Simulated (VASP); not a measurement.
# BP (F-43m) in VASP: notebook, part 2 of 2

VASP 6.6.1. Earlier steps stand in the parts before.

## (5) Relaxation of the atoms, r2SCAN

This run uses another cell than the first one, of 11.67 Å³/atom.

Contents of POSCAR:

```
BP
1.0
    0.0000000000      2.2681829700      2.2681829700
    2.2681829700      0.0000000000      2.2681829700
    2.2681829700      2.2681829700      0.0000000000
B P
1 1
Direct
    0.0000000000      0.0000000000      0.0000000000
    0.2500000000      0.2500000000      0.2500000000
```

Contents of INCAR.step1:

```
SYSTEM = BP
ALGO = Normal
EDIFF = 1E-4
ENCUT = 520
GGA = PE
ISMEAR = -1
LASPH = .True.
LCHARG = .False.
LREAL = .False.
LWAVE = .True.
NELM = 60
PREC = Accurate
SIGMA = 0.02
```

Contents of INCAR.step2:

```
SYSTEM = BP
ALGO = Normal
EDIFF = 1E-6
EDIFFG = -0.01
ENCUT = 520
IBRION = 2
ISIF = 2
ISMEAR = -1
ISTART = 1
LASPH = .True.
LCHARG = .False.
LMIXTAU = .True.
LREAL = .False.
LWAVE = .False.
METAGGA = R2SCAN
NELM = 60
NSW = 50
PREC = Accurate
SIGMA = 0.02
```

Contents of KPOINTS:

```
k-points
0
Gamma
  10 10 10
  0 0 0
```

Potentials or basis: VASP PAW PBE potentials, release 64 (B, P).

On the command line:

```
$ cat potpaw_PBE.64/B/POTCAR potpaw_PBE.64/P/POTCAR > POTCAR
$ cp INCAR.step1 INCAR
$ mpirun -np 1 vasp_std > vasp.out
$ cp INCAR.step2 INCAR
$ mpirun -np 1 vasp_std > vasp.out
```

OUTCAR:

```text
SYSTEM = BP
   EDIFF = 1E-6
   EDIFFG = -0.01
   ENCUT = 520
   IBRION = 2
   ISIF = 2
   ISMEAR = -1
   ISTART = 1
   LASPH = .True.
   LREAL = .False.
   METAGGA = R2SCAN
   NELM = 60
   NSW = 50
   PREC = Accurate

 ion  position               nearest neighbor table
   1  0.000  0.000  0.000-   2 1.96   2 1.96   2 1.96   2 1.96
   2  0.250  0.250  0.250-   1 1.96   1 1.96   1 1.96   1 1.96

  LATTYP: Found a face centered cubic cell.
 ALAT       =     4.5363659400

  Lattice vectors:

 A1 = (   0.0000000000,   2.2681829700,   2.2681829700)
 A2 = (   2.2681829700,   0.0000000000,   2.2681829700)
 A3 = (   2.2681829700,   2.2681829700,   0.0000000000)

Analysis of symmetry for initial positions (statically):
=====================================================================
 Subroutine PRICEL returns:
 Original cell was already a primitive cell.

 Routine SETGRP: Setting up the symmetry group for a
 face centered cubic supercell.

 Subroutine GETGRP returns: Found 24 space group operations
 (whereof 24 operations were pure point group operations)
 out of a pool of 48 trial point group operations.

The static configuration has the point symmetry T_d .

Analysis of symmetry for dynamics (positions and initial velocities):
=====================================================================
 Subroutine PRICEL returns:
 Original cell was already a primitive cell.

 Routine SETGRP: Setting up the symmetry group for a
 face centered cubic supercell.

 Subroutine GETGRP returns: Found 24 space group operations
 (whereof 24 operations were pure point group operations)
 out of a pool of 48 trial point group operations.

The dynamic configuration has the point symmetry T_d .

 Subroutine INISYM returns: Found 24 space group operations
 (whereof 24 operations are pure point group operations),
 and found     1 'primitive' translations

----------------------------------------------------------------------------------------

                                     Primitive cell

  volume of cell :      23.3380

  direct lattice vectors                    reciprocal lattice vectors
     0.000000000  2.268182970  2.268182970    -0.220440770  0.220440770  0.220440770
     2.268182970  0.000000000  2.268182970     0.220440770 -0.220440770  0.220440770
     2.268182970  2.268182970  0.000000000     0.220440770  0.220440770 -0.220440770

  length of vectors
     3.207695118  3.207695118  3.207695118     0.381814613  0.381814613  0.381814613

  position of ions in fractional coordinates (direct lattice)
     0.000000000  0.000000000  0.000000000
     0.250000000  0.250000000  0.250000000

  ion indices of the primitive-cell ions
   primitive index   ion index
                 1           1
                 2           2

----------------------------------------------------------------------------------------

 KPOINTS: k-points

Automatic generation of k-mesh.
 Grid dimensions read from file:
 generate k-points for:   10   10   10

 Generating k-lattice:

  Cartesian coordinates                     Fractional coordinates (reciprocal lattice)
    -0.022044077  0.022044077  0.022044077     0.100000000  0.000000000  0.000000000
     0.022044077 -0.022044077  0.022044077     0.000000000  0.100000000  0.000000000
     0.022044077  0.022044077 -0.022044077     0.000000000  0.000000000  0.100000000

  Length of vectors
     0.038181461  0.038181461  0.038181461

  Shift w.r.t. Gamma in fractional coordinates (k-lattice)
     0.000000000  0.000000000  0.000000000

 Subroutine IBZKPT returns following result:
 ===========================================

 Found     47 irreducible k-points:

 Following reciprocal coordinates:
            Coordinates               Weight
  0.000000  0.000000  0.000000      1.000000
  0.100000  0.000000  0.000000      8.000000
  0.200000  0.000000  0.000000      8.000000
  0.300000  0.000000  0.000000      8.000000
  0.400000  0.000000  0.000000      8.000000
  0.500000  0.000000  0.000000      4.000000
[... 16 lines left out ...]
  0.300000  0.300000  0.000000      6.000000
  0.400000  0.300000  0.000000     24.000000
 [... further k-points ...]
   k-points           NKPTS =     47   k-points in BZ     NKDIM =     47   number of bands    NBANDS=      8
   number of dos      NEDOS =    301   number of ions     NIONS =      2
   total plane-waves  NPLWV =  13824
   dimension x,y,z NGX =    24 NGY =   24 NGZ =   24
   dimension x,y,z NGXF=    48 NGYF=   48 NGZF=   48
   ions per type =               1   1
   NGX,Y,Z   is equivalent  to a cutoff of  12.44, 12.44, 12.44 a.u.
   NGXF,Y,Z  is equivalent  to a cutoff of  24.88, 24.88, 24.88 a.u.
 SYSTEM =  BP
   PREC   = accura    normal or accurate (medium, high low for compatibility)
   ISTART =      1    job   : 0-new  1-cont  2-samecut
   ICHARG =      0    charge: 1-file 2-atom 10-const
   ISPIN  =      1    spin polarized calculation?
   LNONCOLLINEAR =      F non collinear calculations
   LSORBIT =      F    spin-orbit coupling
   LASPH  =      T    aspherical Exc in radial PAW
   ENCUT  =  520.0 eV  38.22 Ry    6.18 a.u.   5.96  5.96  5.96*2*pi/ulx,y,z
   NELM   =     60;   NELMIN=  2; NELMDL=  0     # of ELM steps
   EDIFF  = 0.1E-05   stopping-criterion for ELM
   LREAL  =      F    real-space projection
   EDIFFG = -.1E-01   stopping-criterion for IOM
   NSW    =     50    number of steps for IOM
   IBRION =      2    ionic relax: 0-MD 1-quasi-New 2-CG
   NFREE  =      1    steps in history (QN), initial steepest desc. (CG)
   ISIF   =      2    stress and relaxation
   ISYM   =      2    0-nonsym 1-usesym 2-fastsym
   POTIM  = 0.5000    time-step for ionic-motion
   TEBEG  =    0.0;   TEEND  =   0.0 temperature during run
   PSTRESS=    0.0 pullay stress
   NELECT =       8.0000    total number of electrons
   NUPDOWN=      -1.0000    fix difference up-down
   EMIN   =  10.00;   EMAX   =-10.00  energy-range for DOS
   EFERMI =   0.00;   METHOD = LEGACY
   ISMEAR =    -1;   SIGMA  =   0.02  broadening in eV -4-tet -1-fermi 0-gaus
   EFERMI_NEDOS =   21; number of points for ismear=-14 and -15
   IALGO  =     38    algorithm
   IMIX   =      4    mixing-type and parameters
     AMIX     =   0.40;   BMIX     =  1.00
     AMIX_MAG =   1.60;   BMIX_MAG =  1.00
  volume/ion in A,a.u.               =      11.67        78.75
  Fermi-wavevector in a.u.,A,eV,Ry     =   1.145733  2.165121 17.860423  1.312704
  Thomas-Fermi vector in A             =   2.282420
   LORBIT       =      0    0 simple, 1 ext, 2 COOP (PROOUT), +10 PAW based schemes
   METAGGA = R2SCAN    functional components
   LHFCALC =     F    Hartree Fock is set to
   AEXX    =    0.0000 exact exchange contribution
   IVDW    =     0    specifies the selected vdW correction
   LEPSILON=     F    determine dielectric tensor
   LRPA    =     F    only Hartree local field effects (RPA)
 conjugate gradient relaxation of ions
 non-spin polarized calculation
  energy-cutoff  :      520.00
  volume of cell :       23.34
 maximum number of plane-waves:       637
   NGX = 11   NGY = 11   NGZ = 11

 number of electron       8.0000000 magnetization

 Free energy of the ion-electron system (eV)
  ---------------------------------------------------
  ext. energy  EPLUGINS =         0.00000000
  ---------------------------------------------------
  free energy    TOTEN  =       -17.31132205 eV

  energy without entropy =      -17.31132205  energy(sigma->0) =      -17.31132205

 E-fermi :   7.8486     XC(G=0): -11.5058

 val. band max:        7.4018727623   @ k =   0.0000   0.0000   0.0000
 cond. band min:       8.8470027370   @ k =   0.4000   0.4000   0.0000
 fundamental gap:      1.4451299747
 Fermi energy:         7.8485847135

 k-point     1 :       0.0000    0.0000    0.0000
  band No.  band energies     occupation
      1      -8.8675      2.00000
      2       7.4019      2.00000
      3       7.4019      2.00000
      4       7.4019      2.00000
      5      11.0438      0.00000
      6      11.0438      0.00000
      7      11.0438      0.00000
      8      15.4296      0.00000
[... 243 lines left out ...]
 k-point    24 :       0.4000    0.3000    0.0000
  band No.  band energies     occupation
      1      -5.7685      2.00000
      2       0.8769      2.00000
      3       3.1407      2.00000
      4       3.6860      2.00000
      5       9.4423      0.00000
      6      11.3508      0.00000
      7      17.5599      0.00000
      8      17.5680      0.00000

 [... further k-points ...]

------------------------ aborting loop because EDIFF is reached ----------------------------------------

  FORCE on cell =-STRESS in cart. coord.  units (eV):
  Direction    XX          YY          ZZ          XY          YZ          ZX
  --------------------------------------------------------------------------------------
  -------------------------------------------------------------------------------------
  Total       -0.0713474     -0.0713474     -0.0713474     -0.0000000     -0.0000000      0.0000000
  in kB       -4.8980645     -4.8980645     -4.8980645     -0.0000000     -0.0000000      0.0000000
  external PRESSURE =      -4.8980645 kB  Pullay stress =       0.0000000 kB

 VOLUME and BASIS-vectors are now :
 -----------------------------------------------------------------------------
  energy-cutoff  :      520.00
  volume of cell :       23.34
      direct lattice vectors                 reciprocal lattice vectors
     0.000000000  2.268182970  2.268182970    -0.220440770  0.220440770  0.220440770
     2.268182970  0.000000000  2.268182970     0.220440770 -0.220440770  0.220440770
     2.268182970  2.268182970  0.000000000     0.220440770  0.220440770 -0.220440770

 POSITION                                       TOTAL-FORCE (eV/Angst)
 -----------------------------------------------------------------------------------
      0.00000      0.00000      0.00000        -0.000000      0.000000      0.000000
      1.13409      1.13409      1.13409         0.000000     -0.000000     -0.000000
 -----------------------------------------------------------------------------------
    total drift:                                0.000000      0.000000      0.000000

  FREE ENERGIE OF THE ION-ELECTRON SYSTEM (eV)
  ---------------------------------------------------
  free  energy   TOTEN  =       -17.3113220514 eV

  energy  without entropy=      -17.3113220514  energy(sigma->0) =      -17.31132205

 reached required accuracy - stopping structural energy minimisation
```

OUTCAR.step1:

```text
SYSTEM = BP
   EDIFF = 1E-4
   ENCUT = 520
   GGA = PE
   ISMEAR = -1
   LASPH = .True.
   LREAL = .False.
[... 483 lines left out ...]
      0.00000      0.00000      0.00000        -0.000000     -0.000000     -0.000000
      1.13409      1.13409      1.13409         0.000000      0.000000      0.000000
 -----------------------------------------------------------------------------------
    total drift:                                0.000000      0.000000      0.000000

  FREE ENERGIE OF THE ION-ELECTRON SYSTEM (eV)
  ---------------------------------------------------
  free  energy   TOTEN  =       -12.9303070460 eV

  energy  without entropy=      -12.9303070460  energy(sigma->0) =      -12.93030705
```

Run time: 41 s. Hardware: 1 thread of Intel Xeon 8259CL, shared host; peak memory 0.14 GiB.

What came out:

* Free energy: -17.3113 eV
* Pressure after relaxing: -0.5 GPa
* Band gap on the k mesh: 1.45 eV (least direct gap 3.64 eV)

Final structure:
```
B P
1.0
     0.00000    2.26818    2.26818
     2.26818    0.00000    2.26818
     2.26818    2.26818    0.00000
B P
1 1
Direct
  0.00000 0.00000 0.00000
  0.25000 0.25000 0.25000
```

Caveat: the relaxation stopped at its first step, so nothing moved; the PAW data sets were made with another functional, which shifts forces and pressure a little. r2SCAN opens gaps a little over a GGA but as a rule still falls short of measured ones.

## (6) Relaxation of the atoms, r2SCAN

This run uses another cell than the first one, of 11.90 Å³/atom.

Contents of POSCAR:

```
BP
1.0
    0.0000000000      2.2832044900      2.2832044900
    2.2832044900      0.0000000000      2.2832044900
    2.2832044900      2.2832044900      0.0000000000
B P
1 1
Direct
    0.0000000000      0.0000000000      0.0000000000
    0.2500000000      0.2500000000      0.2500000000
```

Contents of INCAR.step1:

```
PREC     = Accurate       # precision mode
ENCUT    = 520            # plane-wave cutoff, eV
ISMEAR   = -1             # smearing method
SIGMA    = 0.02           # smearing width, eV
LREAL    = F              # projectors in reciprocal space
LASPH    = T              # aspherical terms in the spheres
NELM     = 80             # most SCF steps
GGA      = PE             # functional
ALGO     = Normal         # electronic algorithm
EDIFF    = 1E-4           # SCF threshold, eV
LWAVE    = T              # write WAVECAR
LCHARG   = F              # write CHGCAR
```

Contents of INCAR.step2:

```
PREC     = Accurate       # precision mode
ENCUT    = 520            # plane-wave cutoff, eV
EDIFF    = 1E-6           # SCF threshold, eV
ISMEAR   = -1             # smearing method
SIGMA    = 0.02           # smearing width, eV
LREAL    = F              # projectors in reciprocal space
LASPH    = T              # aspherical terms in the spheres
NELM     = 80             # most SCF steps
ALGO     = Normal         # electronic algorithm
ISIF     = 2              # what is computed and relaxed
LWAVE    = F              # write WAVECAR
LCHARG   = F              # write CHGCAR
METAGGA  = R2SCAN         # meta-GGA
LMIXTAU  = T            
IBRION   = 2              # ionic algorithm
NSW      = 50             # ionic steps
EDIFFG   = -0.01          # ionic threshold
ISTART   = 1
```

Contents of KPOINTS:

```
regular mesh
0
Gamma
  10 10 10
```

Potentials or basis: VASP PAW PBE potentials, release 64 (B, P).

On the command line:

```
$ cat potpaw_PBE.64/B/POTCAR potpaw_PBE.64/P/POTCAR > POTCAR
$ cp INCAR.step1 INCAR
$ mpirun -np 1 vasp_std > vasp.out
$ cp INCAR.step2 INCAR
$ mpirun -np 1 vasp_std > vasp.out
```

Run time: 36 s. Hardware: 1 thread of Intel Xeon 8259CL, shared host; peak memory 0.14 GiB.

It converged, with:

```
Free energy             : -17.3055 eV
Pressure after relaxing : -3.7 GPa
Band gap on the k mesh  : 1.47 eV (least direct gap 3.61 eV)
```

Final structure:
```cif
data_structure
_symmetry_space_group_name_H-M 'P 1'
_symmetry_Int_Tables_number 1
_cell_length_a 3.2289
_cell_length_b 3.2289
_cell_length_c 3.2289
_cell_angle_alpha 60.000
_cell_angle_beta 60.000
_cell_angle_gamma 60.000
_cell_volume 23.80
loop_
_atom_site_label
_atom_site_type_symbol
_atom_site_fract_x
_atom_site_fract_y
_atom_site_fract_z
_atom_site_occupancy
B1 B 0.00000 0.00000 0.00000 1
P1 P 0.25000 0.25000 0.25000 1
```

Levels at points of the mesh, in eV from the valence-band top:
| k point | band 1 | band 2 | band 3 | band 4 | band 5 | band 6 | band 7 | band 8 |
| --- | --- | --- | --- | --- | --- | --- | --- | --- |
| (0.00, 0.00, 0.00) | -16.09 | 0.00 | 0.00 | 0.00 | 3.61 | 3.61 | 3.61 | 7.71 |
| (0.50, 0.00, 0.00) | -12.67 | -9.36 | -1.84 | -1.84 | 4.02 | 5.02 | 5.02 | 10.85 |
| (0.50, 0.50, 0.00) | -11.03 | -9.03 | -4.27 | -4.27 | 1.58 | 1.93 | 12.88 | 12.88 |

Caveat: the relaxation stopped at its first step, so nothing moved; the PAW data sets were made with another functional, which shifts forces and pressure a little.

## (7) The runs side by side

```csv
cell,gap on the mesh (eV),pressure (GPa)
"atoms relaxed from a = 3.271 Å, angles 60.0°, 2 atoms",1.52,-9.3
"atoms relaxed from a = 3.164 Å, angles 60.0°, 2 atoms",1.39,6.9
"atoms relaxed from a = 3.186 Å, angles 60.0°, 2 atoms",1.42,3.0
"atoms relaxed from a = 3.208 Å, angles 60.0°, 2 atoms",1.45,-0.5
"atoms relaxed from a = 3.229 Å, angles 60.0°, 2 atoms",1.47,-3.7
```

Alike in all rows: task relaxation of the atoms; level r2SCAN; potentials or basis VASP PAW PBE potentials, release 64 (B, P); no spin polarisation; k mesh 10 × 10 × 10; cutoff (eV) 520; smearing fermi-dirac 0.02 eV.

Caveats: the relaxation stopped at its first step, so nothing moved; the PAW data sets were made with another functional, which shifts forces and pressure a little.

Absolute energies hang on the potentials; compare differences alone.
